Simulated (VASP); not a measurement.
Wanted: the native input for a VASP 6.6.1 run.

```yaml
Task: single point
Functional: PBE
Potentials_or_basis: VASP PAW PBE potentials, release 64 (Al, N)
Cutoff: 520 eV
k_mesh: 6 × 6 × 6
Occupations: gaussian, width 0.05 eV
Spin: no spin polarisation
Dipole_correction: no
Further_INCAR_settings: ALGO = Normal; EDIFF = 1e-06; NBANDS = 16
```

The structure of AlN lies in POSCAR:

```
AlN
1.0
    0.0000000000     -2.2015682416     -2.2015682416
   -2.2015682416      0.0000000000     -2.2015682416
    2.2015682416      2.2015682416     -4.4031364832
Al N
2 2
Direct
   -0.0113058277      0.0552360243      0.0008842550
    0.5130743377      0.4465324857      0.5008842550
    0.3623737401      0.4219985942      0.8732966687
    0.8842195974      0.8245947433      0.3732966687
```

This cell differs from its parent crystal: mode 4 frozen in at -0.154 Å and mode 10 at +0.015 Å (largest displacements).

One way to write it, as run:

INCAR

```
SYSTEM = AlN
ALGO = Normal ; EDIFF = 1E-6
ENCUT = 520 ; GGA = PE
ISIF = 2 ; ISMEAR = 0
LASPH = .TRUE. ; LCHARG = .FALSE.
LREAL = .FALSE. ; LWAVE = .FALSE.
NBANDS = 16 ; NELM = 80
PREC = Accurate ; SIGMA = 0.05
```

KPOINTS

```
k-points
0
G
  6 6 6
  0 0 0
```

Potentials or basis: VASP PAW PBE potentials, release 64 (Al, N).

Run with:

```sh
$ cat potpaw_PBE.64/Al/POTCAR potpaw_PBE.64/N/POTCAR > POTCAR
$ mpirun -np 1 vasp_std > vasp.out
```

Results of the run:

| Quantity | Value |
| --- | --- |
| Pressure | -1.0 GPa |
| Largest force | 0.956 eV/Å |
| Band gap on the k mesh | 3.19 eV, indirect (least direct gap 3.70 eV) |

Caveat: the cell differs from its parent crystal (mode 4 frozen in at -0.154 Å and mode 10 at +0.015 Å (largest displacements)).

It took 51 s on 1 thread of AMD EPYC 7R43 64-Core Processor (Zen 3), with other jobs on the host, peak memory 0.16 GiB.
